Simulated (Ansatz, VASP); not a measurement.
**One calculation of Zr4H, two programs**

```xyz
5
Lattice="4.5487 0.0000 0.0000 0.0000 4.5487 0.0000 0.0000 0.0000 4.5487" Properties=species:S:1:pos:R:3 pbc="T T T"
Zr    0.0000    2.2744    2.2744
Zr    2.2744    2.2744    0.0000
Zr    2.2744    0.0000    2.2744
Zr    0.0000    0.0000    0.0000
H     2.2744    2.2744    2.2744
```

Change from the starting cell: species swapped into the Fe4N type (Pm-3m, No. 221).

Alike in both runs: functional PBE; k mesh 8 × 8 × 8; occupations gaussian, width 0.1 eV; no spin polarisation.

Ansatz relaxed the structure, and its values are those at the end. VASP's run is a single point on that final structure, the one shown.

|  | VASP | Ansatz |
| --- | --- | --- |
| version | VASP 6.6.1 | Ansatz 0.2.0 |
| potentials or method | VASP PAW PBE potentials, release 64 (Zr_sv, H), cutoff 520 eV | scalar-relativistic, plane waves, PAW |
| valence electrons in the cell | 49 | 49 |

|  | VASP | Ansatz | Ansatz less VASP |
| --- | --- | --- | --- |
| gap on the k mesh at the Fermi level (eV) | none | none | - |
| pressure (GPa) | 0.0 | 0.0 | -0.01 |

A gap of «none» marks a metal or a gap that the smearing closes. With one functional, cell and mesh, what is left measures potentials, basis and numerics.
